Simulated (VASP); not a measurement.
Wanted: the native input for a VASP 6.6.1 run.

* Task: single point
* Functional: PBE
* Dispersion: D3(BJ)
* Potentials or basis: VASP PAW PBE potentials, release 64 (W_sv, S)
* Cutoff: 520 eV
* k mesh: 12 × 12 × 4
* Occupations: gaussian, width 0.02 eV
* Spin: no spin polarisation
* Dipole correction: no
* Further INCAR settings: ALGO = Normal; EDIFF = 1e-06; NBANDS = 35

The structure of WS2 lies in POSCAR:

```
WS2
1.0
    3.2487750803      0.0000000000      0.0000000000
   -1.6243875402      2.8135217507      0.0000000000
    0.0000000000      0.0000000000     11.9291173532
W S
2 4
Direct
    0.3333333333      0.6666666667      0.7500000000
    0.6666666667      0.3333333333      0.2500000000
    0.3333333333      0.6666666667      0.1213017347
    0.6666666667      0.3333333333      0.6213017347
    0.3333333333      0.6666666667      0.3786982653
    0.6666666667      0.3333333333      0.8786982653
```

This cell differs from its parent crystal: biaxial strain in the a-b plane: +3.0 %.

These files were run (other wordings do the same):

INCAR

```
PREC     = Accurate       # precision mode
ENCUT    = 520            # plane-wave cutoff, eV
EDIFF    = 1E-6           # SCF threshold, eV
ISMEAR   = 0              # smearing method
SIGMA    = 0.02           # smearing width, eV
LREAL    = False          # projectors in reciprocal space
LASPH    = True           # aspherical terms in the spheres
NELM     = 80             # most SCF steps
ALGO     = Normal         # electronic algorithm
ISIF     = 2              # what is computed and relaxed
LWAVE    = False          # write WAVECAR
LCHARG   = True           # write CHGCAR
GGA      = PE             # functional
IVDW     = 12             # dispersion correction
LELF     = True           # ELF
LVHAR    = True         
NBANDS   = 35             # bands
```

KPOINTS

```
Automatic mesh
0
Gamma
  12 12 4
```

Potentials or basis: VASP PAW PBE potentials, release 64 (W_sv, S).

Launch:

```bash
$ cat potpaw_PBE.64/W_sv/POTCAR potpaw_PBE.64/S/POTCAR > POTCAR
$ mpirun -np 1 vasp_std > vasp.out
```

It gave:

* Pressure: -4.7 GPa
* Largest force: 0.114 eV/Å
* Band gap on the k mesh: 0.60 eV, indirect (least direct gap 1.45 eV)
* Dispersion energy per atom: -0.417 eV

Caveat: the cell differs from its parent crystal (biaxial strain in the a-b plane: +3.0 %); spin-orbit coupling is left out, which moves the levels of the heavy elements.

Run time: 2.1 min on 1 thread of Intel(R) Xeon(R) 6975P-C (Granite Rapids), with other jobs on the host, peak memory 0.33 GiB.
